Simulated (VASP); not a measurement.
Sn: single point with PBEsol

Crystal: Sn.

```xyz
2
Lattice="4.6256 0.0000 0.0000 -2.3128 4.0059 0.0000 2.3128 1.3353 3.7768" Properties=species:S:1:pos:R:3 pbc="T T T"
Sn    0.0000    2.6706    1.8884
Sn    2.3128    1.3353    0.9442
```

| Property | Result |
| --- | --- |
| Program | VASP 6.6.1 |
| Task | single point |
| Functional | PBEsol |
| Potentials or basis | VASP PAW PBE potentials, release 64 (Sn_d) |
| Cutoff | 500 eV |
| k mesh | 9 × 9 × 9 |
| Occupations | gaussian, width 0.1 eV |
| Spin | no spin polarisation |
| Dipole correction | no |
| Further INCAR settings | ALGO = Normal; EDIFF = 1e-06; NBANDS = 21 |

The pressure is -0.1 GPa and the band gap on the k mesh is zero (band 14 reaches 5.33 eV, above the bottom of band 15 at 5.15 eV).

Levels at points of the mesh, in eV from the Fermi level:
| k point | band 12 | band 13 | band 14 | band 15 | band 16 | band 17 |
| --- | --- | --- | --- | --- | --- | --- |
| (0.00, 0.00, 0.00) | -0.79 | 0.15 | 0.15 | 0.15 | 2.21 | 2.21 |

Wall time 42 s on 1 thread of Intel(R) Xeon(R) Platinum 8488C (Sapphire Rapids), with other jobs on the host, peak memory 0.21 GiB.

Caveat: the PAW data sets were made with another functional, which shifts forces and pressure a little; spin-orbit coupling is left out, which moves the levels of the heavy elements.
